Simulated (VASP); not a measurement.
# Li8HCl8 (a cell with a defect) in VASP: single point with PBEsol

Aim: the single point of Li8HCl8 (a cell with a defect) with PBEsol.

Everything below comes from runs of VASP 6.6.1. Logs are shortened: lines on timing, memory, paths and dates and some standing lists are left out, and cuts for length are marked.

## 1. The cell of the first run

The cell holds a defect, 17 atoms: a = 7.190 Å, b = 7.190 Å, c = 7.190 Å, α = 60.00°, β = 60.00°, γ = 60.00°.

## 2. Single point, PBEsol, collinear spin

Contents of INCAR:

```
PREC = Accurate
ENCUT = 520
EDIFF = 1E-7
ISMEAR = 0
SIGMA = 0.02
LREAL = Auto
LASPH = True
NELM = 150
ALGO = Normal
ISIF = 2
LWAVE = False
LCHARG = False
ISPIN = 2
MAGMOM = 0 0 0 0 0 0 0 0 0.07 0.07 0.07 0 0.07 0 0 0 0.54
LORBIT = 11
GGA = PS
NBANDS = 58
```

Contents of KPOINTS:

```
Automatic mesh
0
Gamma
  2 2 2
```

Contents of POSCAR:

```
Li8HCl8
1.0
    0.0000000000      5.0842450000      5.0842450000
    5.0842450000      0.0000000000      5.0842450000
    5.0842450000      5.0842450000      0.0000000000
Li Cl H
8 8 1
Direct
    0.0018027259      0.0019156237     -0.0055625762
    0.0017318206      0.0018480620      0.5021943278
   -0.0053211440      0.5016483273      0.0021344369
    0.0017426383      0.4942694540      0.5022027853
    0.5015289389     -0.0053142600      0.0021910825
    0.4941993354      0.0018422598      0.5021899023
    0.5014940271      0.5016692744      0.0021553839
    0.5016854027      0.5018622234      0.4947010815
    0.2557303002      0.2557676705      0.2327579611
    0.2560791229      0.2561133462      0.7562086406
    0.2487516829      0.7503697206      0.2505515568
    0.2560151999      0.7318091477      0.7561474713
    0.7502814085      0.2488836592      0.2505283479
    0.7314749781      0.2561509133      0.7562446342
    0.7502941931      0.7503618531      0.2505430993
    0.7502201408      0.7502850472      0.7492504787
    0.1243060671      0.1248394796      0.6263507168
```

Potentials or basis: VASP PAW PBE potentials, release 64 (Li_sv, Cl, H).

The run is started by

```console
> cat potpaw_PBE.64/Li_sv/POTCAR potpaw_PBE.64/Cl/POTCAR potpaw_PBE.64/H/POTCAR > POTCAR
> mpirun -np 1 vasp_std > vasp.out
```

OUTCAR:

```text
PREC = Accurate
   ENCUT = 520
   EDIFF = 1E-7
   ISMEAR = 0
   LREAL = Auto
   LASPH = True
   NELM = 150
   ISIF = 2
   ISPIN = 2
   LORBIT = 11
   GGA = PS

 ion  position               nearest neighbor table
   1  0.002  0.002  0.994-  13 2.56  15 2.56  11 2.56  12 2.59  10 2.59  14 2.59
   2  0.002  0.002  0.502-  16 2.56  13 2.56  11 2.56   9 2.58  12 2.59  14 2.59
   3  0.995  0.502  0.002-  10 2.50  12 2.50   9 2.50  15 2.53  13 2.53  16 2.53
   4  0.002  0.494  0.502-  16 2.56  15 2.56  11 2.56   9 2.58  10 2.59  14 2.59
   5  0.502  0.995  0.002-  14 2.50  10 2.50   9 2.50  11 2.53  15 2.53  16 2.53
   6  0.494  0.002  0.502-  16 2.56  13 2.56  15 2.56   9 2.58  12 2.59  10 2.59
[... 8 lines left out ...]
  15  0.750  0.750  0.251-   8 2.53   5 2.53   3 2.53   1 2.56   4 2.56   6 2.56
  16  0.750  0.750  0.749-   7 2.53   5 2.53   3 2.53   4 2.56   2 2.56   6 2.56
  17  0.124  0.125  0.626-

  LATTYP: Found a face centered cubic cell.
 ALAT       =    10.1684900000

  Lattice vectors:

 A1 = (   0.0000000000,   5.0842450000,   5.0842450000)
 A2 = (   5.0842450000,   0.0000000000,   5.0842450000)
 A3 = (   5.0842450000,   5.0842450000,   0.0000000000)

Analysis of symmetry for initial positions (statically):
=====================================================================
 Subroutine PRICEL returns:
 Original cell was already a primitive cell.

 Routine SETGRP: Setting up the symmetry group for a
 face centered cubic supercell.

 Subroutine GETGRP returns: Found  1 space group operations
 (whereof  1 operations were pure point group operations)
 out of a pool of 48 trial point group operations.

The static configuration has the point symmetry C_1 .

Analysis of symmetry for dynamics (positions and initial velocities):
=====================================================================
 Subroutine PRICEL returns:
 Original cell was already a primitive cell.

 Routine SETGRP: Setting up the symmetry group for a
 face centered cubic supercell.

 Subroutine GETGRP returns: Found  1 space group operations
 (whereof  1 operations were pure point group operations)
 out of a pool of 48 trial point group operations.

The dynamic configuration has the point symmetry C_1 .

Analysis of structural, dynamic, and magnetic symmetry:
=====================================================================
 Subroutine PRICEL returns:
 Original cell was already a primitive cell.

 Routine SETGRP: Setting up the symmetry group for a
 face centered cubic supercell.

 Subroutine GETGRP returns: Found  1 space group operations
 (whereof  1 operations were pure point group operations)
 out of a pool of 48 trial point group operations.

The overall configuration has the point symmetry C_1 .

 Subroutine INISYM returns: Found  1 space group operations
 (whereof  1 operations are pure point group operations),
 and found     1 'primitive' translations

----------------------------------------------------------------------------------------

                                     Primitive cell

  volume of cell :     262.8509

  direct lattice vectors                    reciprocal lattice vectors
     0.000000000  5.084245000  5.084245000    -0.098343018  0.098343018  0.098343018
     5.084245000  0.000000000  5.084245000     0.098343018 -0.098343018  0.098343018
     5.084245000  5.084245000  0.000000000     0.098343018  0.098343018 -0.098343018

  length of vectors
     7.190208233  7.190208233  7.190208233     0.170335105  0.170335105  0.170335105

  position of ions in fractional coordinates (direct lattice)
     0.001802726  0.001915624  0.994437424
     0.001731821  0.001848062  0.502194328
     0.994678856  0.501648327  0.002134437
     0.001742638  0.494269454  0.502202785
     0.501528939  0.994685740  0.002191082
     0.494199335  0.001842260  0.502189902
[... 9 lines left out ...]
     0.750220141  0.750285047  0.749250479
     0.124306067  0.124839480  0.626350717

  ion indices of the primitive-cell ions
   primitive index   ion index
                 1           1
                 2           2
                 3           3
                 4           4
                 5           5
                 6           6
[... 9 lines left out ...]
                16          16
                17          17

----------------------------------------------------------------------------------------

 KPOINTS: Automatic mesh

Automatic generation of k-mesh.
 Grid dimensions read from file:
 generate k-points for:    2    2    2

 Generating k-lattice:

  Cartesian coordinates                     Fractional coordinates (reciprocal lattice)
    -0.049171509  0.049171509  0.049171509     0.500000000  0.000000000  0.000000000
     0.049171509 -0.049171509  0.049171509     0.000000000  0.500000000  0.000000000
     0.049171509  0.049171509 -0.049171509     0.000000000  0.000000000  0.500000000

  Length of vectors
     0.085167552  0.085167552  0.085167552

  Shift w.r.t. Gamma in fractional coordinates (k-lattice)
     0.000000000  0.000000000  0.000000000

 Subroutine IBZKPT returns following result:
 ===========================================

 Found      8 irreducible k-points:

 Following reciprocal coordinates:
            Coordinates               Weight
  0.000000  0.000000  0.000000      1.000000
  0.500000  0.000000  0.000000      1.000000
  0.000000  0.500000  0.000000      1.000000
  0.000000  0.000000  0.500000      1.000000
  0.500000  0.500000  0.500000      1.000000
  0.500000  0.500000  0.000000      1.000000
  0.000000  0.500000  0.500000      1.000000
  0.500000  0.000000  0.500000      1.000000
   k-points           NKPTS =      8   k-points in BZ     NKDIM =      8   number of bands    NBANDS=     58
   number of dos      NEDOS =    301   number of ions     NIONS =     17
   total plane-waves  NPLWV = 157464
   dimension x,y,z NGX =    54 NGY =   54 NGZ =   54
   dimension x,y,z NGXF=   108 NGYF=  108 NGZF=  108
   ions per type =               8   8   1
   NGX,Y,Z   is equivalent  to a cutoff of  12.49, 12.49, 12.49 a.u.
   NGXF,Y,Z  is equivalent  to a cutoff of  24.97, 24.97, 24.97 a.u.
 SYSTEM =  unknown system
   PREC   = accura    normal or accurate (medium, high low for compatibility)
   ISTART =      0    job   : 0-new  1-cont  2-samecut
   ICHARG =      2    charge: 1-file 2-atom 10-const
   ISPIN  =      2    spin polarized calculation?
   LNONCOLLINEAR =      F non collinear calculations
   LSORBIT =      F    spin-orbit coupling
   LASPH  =      T    aspherical Exc in radial PAW
   ENCUT  =  520.0 eV  38.22 Ry    6.18 a.u.  13.37 13.37 13.37*2*pi/ulx,y,z
   NELM   =    150;   NELMIN=  2; NELMDL= -5     # of ELM steps
   EDIFF  = 0.1E-06   stopping-criterion for ELM
   LREAL  =      T    real-space projection
   EDIFFG = 0.1E-05   stopping-criterion for IOM
   NSW    =      0    number of steps for IOM
   IBRION =     -1    ionic relax: 0-MD 1-quasi-New 2-CG
   NFREE  =      0    steps in history (QN), initial steepest desc. (CG)
   ISIF   =      2    stress and relaxation
   ISYM   =      2    0-nonsym 1-usesym 2-fastsym
   POTIM  = 0.5000    time-step for ionic-motion
   TEBEG  =    0.0;   TEEND  =   0.0 temperature during run
   PSTRESS=    0.0 pullay stress
   NELECT =      81.0000    total number of electrons
   NUPDOWN=      -1.0000    fix difference up-down
   EMIN   =  10.00;   EMAX   =-10.00  energy-range for DOS
   EFERMI =   0.00;   METHOD = LEGACY
   ISMEAR =     0;   SIGMA  =   0.02  broadening in eV -4-tet -1-fermi 0-gaus
   EFERMI_NEDOS =   21; number of points for ismear=-14 and -15
   IALGO  =     38    algorithm
   IMIX   =      4    mixing-type and parameters
     AMIX     =   0.40;   BMIX     =  1.00
     AMIX_MAG =   1.60;   BMIX_MAG =  1.00
  volume/ion in A,a.u.               =      15.46       104.34
  Fermi-wavevector in a.u.,A,eV,Ry     =   1.105775  2.089611 16.636360  1.222738
  Thomas-Fermi vector in A             =   2.242267
   LORBIT       =     11    0 simple, 1 ext, 2 COOP (PROOUT), +10 PAW based schemes
   GGA     = PS    functional components
   LHFCALC =     F    Hartree Fock is set to
   AEXX    =    0.0000 exact exchange contribution
   IVDW    =     0    specifies the selected vdW correction
   LEPSILON=     F    determine dielectric tensor
   LRPA    =     F    only Hartree local field effects (RPA)
 spin polarized calculation
 Gauss-broadening in eV      SIGMA  =   0.02
  energy-cutoff  :      520.00
  volume of cell :      262.85
 maximum number of plane-waves:      7120
 NGX is ok and might be reduce to    54
   NGX = 27   NGY = 27   NGZ = 27

 number of electron      80.9999995 magnetization       0.9999671

 Free energy of the ion-electron system (eV)
  ---------------------------------------------------
  ext. energy  EPLUGINS =         0.00000000
  ---------------------------------------------------
  free energy    TOTEN  =       -61.56852624 eV

  energy without entropy =      -61.56852624  energy(sigma->0) =      -61.56852624

 E-fermi :   3.6004     XC(G=0):  -9.1040

 val. band max:        3.4830871666   @ k =   0.5000   0.0000   0.5000
 cond. band min:       4.0864145248   @ k =   0.0000   0.0000   0.0000
 fundamental gap:      0.6033273582
 Fermi energy:         3.6003870488

 spin component 1

 k-point     1 :       0.0000    0.0000    0.0000
  band No.  band energies     occupation
      1     -42.0535      1.00000
      2     -42.0512      1.00000
      3     -42.0512      1.00000
      4     -42.0512      1.00000
      5     -41.8715      1.00000
      6     -41.8696      1.00000
[... 44 lines left out ...]
     51       8.8263      0.00000
     52       9.9747      0.00000
[... 383 lines left out ...]
     51      10.1858      0.00000
     52      10.4499      0.00000
 Fermi energy:         3.6003870488

 spin component 2

 k-point     1 :       0.0000    0.0000    0.0000
  band No.  band energies     occupation
      1     -42.0527      1.00000
      2     -42.0505      1.00000
      3     -42.0505      1.00000
      4     -42.0504      1.00000
      5     -41.8697      1.00000
      6     -41.8678      1.00000
[... 44 lines left out ...]
     51       8.8344      0.00000
     52      10.0734      0.00000
[... 383 lines left out ...]
     51      10.2791      0.00000
     52      10.4690      0.00000
 [bands above 52 left out]

------------------------ aborting loop because EDIFF is reached ----------------------------------------

  FORCE on cell =-STRESS in cart. coord.  units (eV):
  Direction    XX          YY          ZZ          XY          YZ          ZX
  --------------------------------------------------------------------------------------
  -------------------------------------------------------------------------------------
  Total        1.3379224      1.3390134      1.3385422     -0.0073067      0.0110212      0.0060402
  in kB        8.1551525      8.1618028      8.1589309     -0.0445370      0.0671782      0.0368172
  external PRESSURE =       8.1586287 kB  Pullay stress =       0.0000000 kB

 VOLUME and BASIS-vectors are now :
 -----------------------------------------------------------------------------
  energy-cutoff  :      520.00
  volume of cell :      262.85
      direct lattice vectors                 reciprocal lattice vectors
     0.000000000  5.084245000  5.084245000    -0.098343018  0.098343018  0.098343018
     5.084245000  0.000000000  5.084245000     0.098343018 -0.098343018  0.098343018
     5.084245000  5.084245000  0.000000000     0.098343018  0.098343018 -0.098343018

 POSITION                                       TOTAL-FORCE (eV/Angst)
 -----------------------------------------------------------------------------------
      5.06570      5.06513      0.01891         0.004897      0.004088     -0.004408
      2.56268      2.56208      0.01820        -0.003432     -0.003785     -0.005111
      2.56135      5.06804      7.60769        -0.009733      0.007809      0.009178
      5.06631      2.56218      2.52185         0.005389     -0.003740      0.003434
      5.06837      2.56104      7.60712         0.007718     -0.009708      0.009899
      2.56262      5.06589      2.52200        -0.003550      0.004916      0.003594
[... 9 lines left out ...]
      7.62401      7.62368      7.62894        -0.001389     -0.001289      0.001347
      3.81924      3.81652      1.26672        -0.001571     -0.000927      0.001124
 -----------------------------------------------------------------------------------
    total drift:                               -0.000671     -0.000739      0.000841

  FREE ENERGIE OF THE ION-ELECTRON SYSTEM (eV)
  ---------------------------------------------------
  free  energy   TOTEN  =       -61.5685262371 eV

  energy  without entropy=      -61.5685262371  energy(sigma->0) =      -61.56852624

 total charge

# of ion       s       p       d       tot
------------------------------------------
    1        2.006   0.038   0.000   2.044
    2        2.006   0.038   0.000   2.044
    3        2.009   0.042   0.000   2.051
    4        2.006   0.038   0.000   2.044
    5        2.009   0.042   0.000   2.051
    6        2.006   0.038   0.000   2.044
[... 9 lines left out ...]
   16        1.579   3.567   0.000   5.145
   17        0.437   0.007   0.000   0.445
--------------------------------------------------
tot         29.150  28.805   0.000  57.956

 magnetization (x)

# of ion       s       p       d       tot
------------------------------------------
    1       -0.000   0.001   0.000   0.001
    2       -0.000   0.001   0.000   0.001
    3        0.000   0.001   0.000   0.001
    4       -0.000   0.001   0.000   0.001
    5        0.000   0.001   0.000   0.001
    6       -0.000   0.001   0.000   0.001
[... 9 lines left out ...]
   16        0.000  -0.000   0.000  -0.000
   17        0.301   0.001   0.000   0.302
--------------------------------------------------
tot          0.330   0.238   0.000   0.568
```

Wall time 15 min (1 thread of AMD EPYC 7R13, shared host); peak memory 0.54 GiB.

Results:

```yaml
Free_energy: -61.5685 eV
Largest_force: 0.020 eV/Å
Band_gap_on_the_k_mesh: 0.60 eV
Net_moment: 1.00 μB per cell
Site_moments: Li +0.00; Cl +0.06, +0.07, -0.00; H +0.30 μB
Valence_electrons_inside_the_program's_atomic_spheres: Li 2.04, 2.05; Cl 5.14; H 0.45
```

Forces on the atoms (eV/Å):
```
Li   0.005  0.004 -0.004
Li  -0.003 -0.004 -0.005
Li  -0.010  0.008  0.009
Li   0.005 -0.004  0.003
Li   0.008 -0.010  0.010
Li  -0.004  0.005  0.004
Li  -0.010 -0.009 -0.008
Li   0.009  0.010 -0.009
Cl  -0.011 -0.012  0.011
Cl   0.010  0.009  0.007
Cl   0.002 -0.002 -0.002
Cl  -0.007  0.010 -0.010
Cl  -0.002  0.002 -0.002
Cl   0.009 -0.006 -0.009
Cl   0.002  0.002  0.002
Cl  -0.001 -0.001  0.001
H   -0.002 -0.001  0.001
```

Caveat: the k points lie up to 0.54 Å⁻¹ apart; the cutoff is under 1.25 times the usual one of these potentials, so pressure, stress and relaxed cells hold a basis-set (Pulay) error; the PAW data sets were made with another functional, which shifts forces and pressure a little.
